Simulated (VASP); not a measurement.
Crystal: AlB2P3.

```
Al B P
1.0
    -1.75131    1.75131    7.43017
     1.75131   -1.75131    7.43017
     1.75131    1.75131   -7.43017
Al B P
1 2 3
Direct
  0.00000 0.00000 0.00000
  0.66667 0.66667 0.00000
  0.33333 0.33333 0.00000
  0.58333 0.08333 0.50000
  0.25000 0.75000 0.50000
  0.91667 0.41667 0.50000
```

```yaml
Program: VASP 6.6.1
Task: relaxation of cell and atoms
Functional: PBE
Potentials_or_basis: VASP PAW PBE potentials, release 64 (Al, B, P)
Cutoff: 600 eV
k_mesh: 8 × 8 × 8
Occupations: gaussian, width 0.1 eV
Spin: no spin polarisation
```

At the start: pressure 0.8 GPa; volume 15.19 Å³/atom.

Q: How do energy, volume and symmetry change on relaxing?

A: Over 10 steps the energy falls by 266.3 meV/atom and the volume is 14.47 Å³/atom (-4.7 %); space group I-4m2 (No. 119, to 0.05 Å).

The path:
| step | energy change (eV) | largest force (eV/Å) | pressure (GPa) | volume (Å³) |
| --- | --- | --- | --- | --- |
| 1 | 0.0000 | 4.9361 | 0.83 | 91.16 |
| 2 | -1.2030 | 1.5868 | -5.49 | 92.19 |
| 3 | -1.2045 | 1.6375 | -5.62 | 92.23 |
| 4 | -1.5354 | 0.8259 | 2.38 | 85.39 |
| 5 | -1.5366 | 0.7629 | 3.00 | 84.98 |
| 6 | -1.5917 | 0.3292 | -0.27 | 87.01 |
| 7 | -1.5971 | 0.0862 | 0.43 | 86.55 |
| 8 | -1.5971 | 0.0699 | 0.46 | 86.51 |
| 9 | -1.5979 | 0.0433 | -0.22 | 86.97 |
| 10 | -1.5980 | 0.0235 | -0.05 | 86.85 |

Final structure:
```
Al B P
1.0
    -1.69787    1.69787    7.53184
     1.69787   -1.69787    7.53184
     1.69787    1.69787   -7.53184
Al B P
1 2 3
Direct
  0.00000 0.00000 0.00000
  0.67643 0.67643 0.00000
  0.32357 0.32357 0.00000
  0.60385 0.10385 0.50000
  0.25000 0.75000 0.50000
  0.89615 0.39615 0.50000
```
